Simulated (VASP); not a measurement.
# HBr in VASP: a series of runs

HBr is run at these levels: PBEsol; tasks: single point.

Program: VASP 6.6.1. These are calculated values, not measurements. Logs are shortened: lines on timing, memory, paths and dates and some standing lists are left out, and cuts for length are marked.

## Step 1: The cell of the first run

It takes space group I4/mmm (No. 139, tetragonal). Conventional cell: a = 5.446 Å, b = 5.446 Å, c = 3.493 Å, α = 90.00°, β = 90.00°, γ = 90.00°. Within 2.3 Å of H (site symmetry 4/mmm) lie 2 Br at 1.75 Å. Br (site symmetry 4/mmm) has 2 H at 1.75 Å within 2.3 Å.

## Step 2: Single point, PBEsol

Contents of INCAR:

```
SYSTEM = HBr
PREC = Accurate
ENCUT = 520
EDIFF = 1E-6
ISMEAR = 0
SIGMA = 0.02
LREAL = .False.
LASPH = .True.
NELM = 80
ALGO = Normal
ISIF = 2
LWAVE = .False.
LCHARG = .True.
GGA = PS
LELF = .True.
LVHAR = .True.
NBANDS = 16
```

Contents of KPOINTS:

```
regular mesh
0
Gamma
  6 6 8
  0 0 0
```

Contents of POSCAR:

```
HBr
1.0
    5.4459128156      0.0000000000      0.0000000000
    0.0000000000      5.4459128156      0.0000000000
    0.0000000000      0.0000000000      3.4927064055
H Br
2 2
Direct
    0.0000000000      0.0000000000      0.0000000000
    0.5000000000      0.5000000000      0.5000000000
    0.0000000000      0.0000000000      0.5000000000
    0.5000000000      0.5000000000      0.0000000000
```

Potentials or basis: VASP PAW PBE potentials, release 64 (H, Br).

Run with:

```
cat potpaw_PBE.64/H/POTCAR potpaw_PBE.64/Br/POTCAR > POTCAR
mpirun -np 1 vasp_std > vasp.out
```

OUTCAR:

```text
SYSTEM = HBr
   PREC = Accurate
   ENCUT = 520
   EDIFF = 1E-6
   ISMEAR = 0
   LREAL = .False.
   LASPH = .True.
   NELM = 80
   ISIF = 2
   GGA = PS

 ion  position               nearest neighbor table
   1  0.000  0.000  0.000-   3 1.75   3 1.75
   2  0.500  0.500  0.500-   4 1.75   4 1.75
   3  0.000  0.000  0.500-   1 1.75   1 1.75
   4  0.500  0.500  0.000-   2 1.75   2 1.75

  LATTYP: Found a simple tetragonal cell.
 ALAT       =     5.4459128156
 C/A-ratio  =     0.6413445319

  Lattice vectors:

 A1 = (   5.4459128156,   0.0000000000,   0.0000000000)
 A2 = (   0.0000000000,   5.4459128156,   0.0000000000)
 A3 = (   0.0000000000,   0.0000000000,   3.4927064055)

Analysis of symmetry for initial positions (statically):
=====================================================================
 Subroutine PRICEL returns following result:

  LATTYP: Found a body centered tetragonal cell.
 ALAT       =     5.4459128156
 C/A-ratio  =     0.6413445319

  Lattice vectors:

 A1 = (   2.7229564078,  -2.7229564078,  -1.7463532027)
 A2 = (  -2.7229564078,   2.7229564078,  -1.7463532027)
 A3 = (   2.7229564078,   2.7229564078,   1.7463532027)

   2 primitive cells build up your supercell.

 Routine SETGRP: Setting up the symmetry group for a
 simple tetragonal supercell.

 Subroutine GETGRP returns: Found 16 space group operations
 (whereof 16 operations were pure point group operations)
 out of a pool of 16 trial point group operations.

The static configuration has the point symmetry D_4h.

Analysis of symmetry for dynamics (positions and initial velocities):
=====================================================================
 Subroutine PRICEL returns following result:

  LATTYP: Found a body centered tetragonal cell.
 ALAT       =     5.4459128156
 C/A-ratio  =     0.6413445319

  Lattice vectors:

 A1 = (   2.7229564078,  -2.7229564078,  -1.7463532027)
 A2 = (  -2.7229564078,   2.7229564078,  -1.7463532027)
 A3 = (   2.7229564078,   2.7229564078,   1.7463532027)

   2 primitive cells build up your supercell.

 Routine SETGRP: Setting up the symmetry group for a
 simple tetragonal supercell.

 Subroutine GETGRP returns: Found 16 space group operations
 (whereof 16 operations were pure point group operations)
 out of a pool of 16 trial point group operations.

The dynamic configuration has the point symmetry D_4h.

 Subroutine INISYM returns: Found 16 space group operations
 (whereof 16 operations are pure point group operations),
 and found     2 'primitive' translations

----------------------------------------------------------------------------------------

                                     Primitive cell

  volume of cell :      51.7933

  direct lattice vectors                    reciprocal lattice vectors
     2.722956408 -2.722956408 -1.746353203     0.183623946  0.000000000 -0.286310925
    -2.722956408  2.722956408 -1.746353203     0.000000000  0.183623946 -0.286310925
     2.722956408  2.722956408  1.746353203     0.183623946  0.183623946  0.000000000

  length of vectors
     4.228325047  4.228325047  4.228325047     0.340134825  0.340134825  0.259683475

  position of ions in fractional coordinates (direct lattice)
     0.000000000  0.000000000  0.000000000
     0.500000000  0.500000000  0.000000000

  ion indices of the primitive-cell ions
   primitive index   ion index
                 1           1
                 2           3

----------------------------------------------------------------------------------------

 KPOINTS: regular mesh

Automatic generation of k-mesh.
 Grid dimensions read from file:
 generate k-points for:    6    6    8

 Generating k-lattice:

  Cartesian coordinates                     Fractional coordinates (reciprocal lattice)
     0.030603991  0.000000000  0.000000000     0.166666667  0.000000000  0.000000000
     0.000000000  0.030603991  0.000000000     0.000000000  0.166666667  0.000000000
     0.000000000  0.000000000  0.035788866     0.000000000  0.000000000  0.125000000

  Length of vectors
     0.030603991  0.030603991  0.035788866

  Shift w.r.t. Gamma in fractional coordinates (k-lattice)
     0.000000000  0.000000000  0.000000000

 Subroutine IBZKPT returns following result:
 ===========================================

 Found     50 irreducible k-points:

 Following reciprocal coordinates:
            Coordinates               Weight
  0.000000  0.000000  0.000000      1.000000
  0.166667  0.000000  0.000000      4.000000
  0.333333  0.000000  0.000000      4.000000
  0.500000  0.000000  0.000000      2.000000
  0.166667  0.166667  0.000000      4.000000
  0.333333  0.166667  0.000000      8.000000
[... 16 lines left out ...]
  0.333333  0.000000  0.250000      8.000000
  0.500000  0.000000  0.250000      4.000000
 [... further k-points ...]
   k-points           NKPTS =     50   k-points in BZ     NKDIM =     50   number of bands    NBANDS=     16
   number of dos      NEDOS =    301   number of ions     NIONS =      4
   total plane-waves  NPLWV =  49392
   dimension x,y,z NGX =    42 NGY =   42 NGZ =   28
   dimension x,y,z NGXF=    84 NGYF=   84 NGZF=   56
   ions per type =               2   2
   NGX,Y,Z   is equivalent  to a cutoff of  12.82, 12.82, 13.33 a.u.
   NGXF,Y,Z  is equivalent  to a cutoff of  25.64, 25.64, 26.65 a.u.
 SYSTEM =  HBr
   PREC   = accura    normal or accurate (medium, high low for compatibility)
   ISTART =      0    job   : 0-new  1-cont  2-samecut
   ICHARG =      2    charge: 1-file 2-atom 10-const
   ISPIN  =      1    spin polarized calculation?
   LNONCOLLINEAR =      F non collinear calculations
   LSORBIT =      F    spin-orbit coupling
   LASPH  =      T    aspherical Exc in radial PAW
   ENCUT  =  520.0 eV  38.22 Ry    6.18 a.u.  10.13 10.13  6.49*2*pi/ulx,y,z
   NELM   =     80;   NELMIN=  2; NELMDL= -5     # of ELM steps
   EDIFF  = 0.1E-05   stopping-criterion for ELM
   LREAL  =      F    real-space projection
   EDIFFG = 0.1E-04   stopping-criterion for IOM
   NSW    =      0    number of steps for IOM
   IBRION =     -1    ionic relax: 0-MD 1-quasi-New 2-CG
   NFREE  =      0    steps in history (QN), initial steepest desc. (CG)
   ISIF   =      2    stress and relaxation
   ISYM   =      2    0-nonsym 1-usesym 2-fastsym
   POTIM  = 0.5000    time-step for ionic-motion
   TEBEG  =    0.0;   TEEND  =   0.0 temperature during run
   PSTRESS=    0.0 pullay stress
   NELECT =      16.0000    total number of electrons
   NUPDOWN=      -1.0000    fix difference up-down
   EMIN   =  10.00;   EMAX   =-10.00  energy-range for DOS
   EFERMI =   0.00;   METHOD = LEGACY
   ISMEAR =     0;   SIGMA  =   0.02  broadening in eV -4-tet -1-fermi 0-gaus
   EFERMI_NEDOS =   21; number of points for ismear=-14 and -15
   IALGO  =     38    algorithm
   IMIX   =      4    mixing-type and parameters
     AMIX     =   0.40;   BMIX     =  1.00
     AMIX_MAG =   1.60;   BMIX_MAG =  1.00
  volume/ion in A,a.u.               =      25.90       174.76
  Fermi-wavevector in a.u.,A,eV,Ry     =   0.878376  1.659890 10.497493  0.771544
  Thomas-Fermi vector in A             =   1.998454
   LORBIT       =      0    0 simple, 1 ext, 2 COOP (PROOUT), +10 PAW based schemes
   GGA     = PS    functional components
   LHFCALC =     F    Hartree Fock is set to
   AEXX    =    0.0000 exact exchange contribution
   IVDW    =     0    specifies the selected vdW correction
   LEPSILON=     F    determine dielectric tensor
   LRPA    =     F    only Hartree local field effects (RPA)
 non-spin polarized calculation
 Gauss-broadening in eV      SIGMA  =   0.02
  energy-cutoff  :      520.00
  volume of cell :      103.59
 maximum number of plane-waves:      2844
 NGX is ok and might be reduce to    42

 number of electron      16.0000004 magnetization

 Free energy of the ion-electron system (eV)
  ---------------------------------------------------
  ext. energy  EPLUGINS =         0.00000000
  ---------------------------------------------------
  free energy    TOTEN  =        -9.98461270 eV

  energy without entropy =       -9.98461270  energy(sigma->0) =       -9.98461270

 E-fermi :  -2.7453     XC(G=0):  -6.7822

 val. band max:       -2.8547929126   @ k =   0.5000   0.5000   0.2500
 cond. band min:      -1.9011155384   @ k =   0.0000   0.0000   0.0000
 fundamental gap:      0.9536773742
 Fermi energy:        -2.7452764617

 k-point     1 :       0.0000    0.0000    0.0000
  band No.  band energies     occupation
      1     -16.8171      2.00000
      2     -16.5875      2.00000
      3      -4.1638      2.00000
      4      -4.1638      2.00000
      5      -3.6414      2.00000
      6      -3.4188      2.00000
[... 8 lines left out ...]
     15       9.9215      0.00000
     16      11.4822      0.00000

 k-point     2 :       0.1667    0.0000    0.0000
  band No.  band energies     occupation
      1     -16.8015      2.00000
      2     -16.6026      2.00000
      3      -4.1332      2.00000
      4      -4.1008      2.00000
      5      -3.6263      2.00000
      6      -3.4335      2.00000
[... 8 lines left out ...]
     15       9.5919      0.00000
     16      11.0551      0.00000

 k-point     3 :       0.3333    0.0000    0.0000
  band No.  band energies     occupation
      1     -16.7591      2.00000
      2     -16.6442      2.00000
      3      -4.0246      2.00000
      4      -3.9224      2.00000
      5      -3.5851      2.00000
      6      -3.5092      2.00000
[... 8 lines left out ...]
     15       8.8711      0.00000
     16       9.6583      0.00000

 k-point     4 :       0.5000    0.0000    0.0000
  band No.  band energies     occupation
      1     -16.7014      2.00000
      2     -16.7014      2.00000
      3      -3.8126      2.00000
      4      -3.8126      2.00000
      5      -3.6622      2.00000
      6      -3.6622      2.00000
[... 8 lines left out ...]
     15       8.4517      0.00000
     16       8.4517      0.00000
[... 324 lines left out ...]
 k-point    22 :       0.1667    0.0000    0.2500
  band No.  band energies     occupation
      1     -16.3696      2.00000
      2     -16.2045      2.00000
      3      -7.4719      2.00000
      4      -7.3058      2.00000
      5      -3.7525      2.00000
      6      -3.7280      2.00000
[... 8 lines left out ...]
     15       7.5908      0.00000
     16       7.6143      0.00000

 k-point    23 :       0.3333    0.0000    0.2500
  band No.  band energies     occupation
      1     -16.3339      2.00000
      2     -16.2385      2.00000
      3      -7.4394      2.00000
      4      -7.3434      2.00000
      5      -3.6594      2.00000
      6      -3.5831      2.00000
[... 8 lines left out ...]
     15       7.6538      0.00000
     16       8.0357      0.00000

 k-point    24 :       0.5000    0.0000    0.2500
  band No.  band energies     occupation
      1     -16.2858      2.00000
      2     -16.2858      2.00000
      3      -7.3927      2.00000
      4      -7.3927      2.00000
      5      -3.4860      2.00000
      6      -3.4860      2.00000
[... 8 lines left out ...]
     15       8.5860      0.00000
     16       8.5860      0.00000

 [... further k-points ...]
[... 5 lines left out ...]
  --------------------------------------------------------------------------------------
  -------------------------------------------------------------------------------------
  Total       -0.0331144     -0.0331144     -4.9914739      0.0000000      0.0000000     -0.0000000
  in kB       -0.5121819     -0.5121819    -77.2033126      0.0000000      0.0000000     -0.0000000
  external PRESSURE =     -26.0758921 kB  Pullay stress =       0.0000000 kB

 VOLUME and BASIS-vectors are now :
 -----------------------------------------------------------------------------
  energy-cutoff  :      520.00
  volume of cell :      103.59
      direct lattice vectors                 reciprocal lattice vectors
     5.445912816  0.000000000  0.000000000     0.183623946  0.000000000  0.000000000
     0.000000000  5.445912816  0.000000000     0.000000000  0.183623946  0.000000000
     0.000000000  0.000000000  3.492706405     0.000000000  0.000000000  0.286310925

 POSITION                                       TOTAL-FORCE (eV/Angst)
 -----------------------------------------------------------------------------------
      0.00000      0.00000      0.00000         0.000000      0.000000      0.000000
      2.72296      2.72296      1.74635         0.000000      0.000000      0.000000
      0.00000      0.00000      1.74635         0.000000      0.000000      0.000000
      2.72296      2.72296      0.00000        -0.000000     -0.000000     -0.000000
 -----------------------------------------------------------------------------------
    total drift:                                0.000000     -0.000000     -0.000000

  FREE ENERGIE OF THE ION-ELECTRON SYSTEM (eV)
  ---------------------------------------------------
  free  energy   TOTEN  =        -9.9846127014 eV

  energy  without entropy=       -9.9846127014  energy(sigma->0) =       -9.98461270
```

Run time: 64 s. Hardware: 1 thread of Intel Xeon Platinum 8259CL at 2.50GHz (Skylake/Cascade Lake), shared host; peak memory 0.24 GiB.

Results:

* Free energy: -9.9846 eV
* Pressure: -2.6 GPa
* Band gap on the k mesh: 0.95 eV

Stress tensor (GPa, compression positive):
```
-0.05  0.00  0.00
 0.00 -0.05  0.00
 0.00  0.00 -7.72
```

Caveat: the PAW data sets were made with another functional, which shifts forces and pressure a little. A k mesh can miss the band edges.

## Step 3: Single point, PBEsol

This run uses another cell than the first one: it holds 2 atoms, not 4.

Contents of INCAR:

```
  PREC = Accurate
  ENCUT = 520
  EDIFF = 1E-6
  ISMEAR = 0
  SIGMA = 0.02
  LREAL = F
  LASPH = T
  NELM = 80
  ALGO = Normal
  ISIF = 2
  LWAVE = F
  LCHARG = F
  GGA = PS
  NBANDS = 11
```

Contents of KPOINTS:

```
regular mesh
0
Gamma
  10 10 10
```

Contents of POSCAR:

```
HBr
1.0
    0.0000000000      3.8507215654      3.8509621943
    1.6711513902      0.0000000000      3.8509621943
    1.6711513902      3.8507215654      0.0000000000
H Br
1 1
Direct
    0.0000000000      0.0000000000      0.0000000000
    0.5000000000      0.5000000000      0.5000000000
```

Potentials or basis: VASP PAW PBE potentials, release 64 (H, Br).

Run with:

```
cat potpaw_PBE.64/H/POTCAR potpaw_PBE.64/Br/POTCAR > POTCAR
mpirun -np 1 vasp_std > vasp.out
```

Run time: 90 s. Hardware: 1 thread of Intel Xeon Platinum 8259CL at 2.50GHz (Skylake/Cascade Lake), shared host; peak memory 0.25 GiB.

The run converged. Its results:

```yaml
Free_energy: -5.0618 eV
Pressure: 0.0 GPa
Band_gap_on_the_k_mesh: 1.44 eV, indirect (least direct gap 1.74 eV)
```

Levels at points of the mesh, in eV from the valence-band top:
```tsv
k point	band 1	band 2	band 3	band 4	band 5	band 6	band 7	band 8	band 9
(0.00, 0.00, 0.00)	-14.26	-0.32	-0.30	-0.30	1.71	5.96	9.54	15.04	15.05
(0.50, 0.00, 0.00)	-12.87	-7.08	-0.21	-0.14	7.44	8.38	11.64	13.13	13.25
(0.50, 0.50, 0.00)	-14.14	-1.76	-0.42	-0.15	1.58	8.60	10.07	12.31	14.39
(0.50, 0.00, 0.50)	-14.14	-1.76	-0.42	-0.15	1.58	8.60	10.07	12.31	14.39
(0.00, 0.50, 0.50)	-14.03	-1.44	-1.44	-0.52	1.44	7.33	13.11	13.11	17.16
```

Caveat: the PAW data sets were made with another functional, which shifts forces and pressure a little.
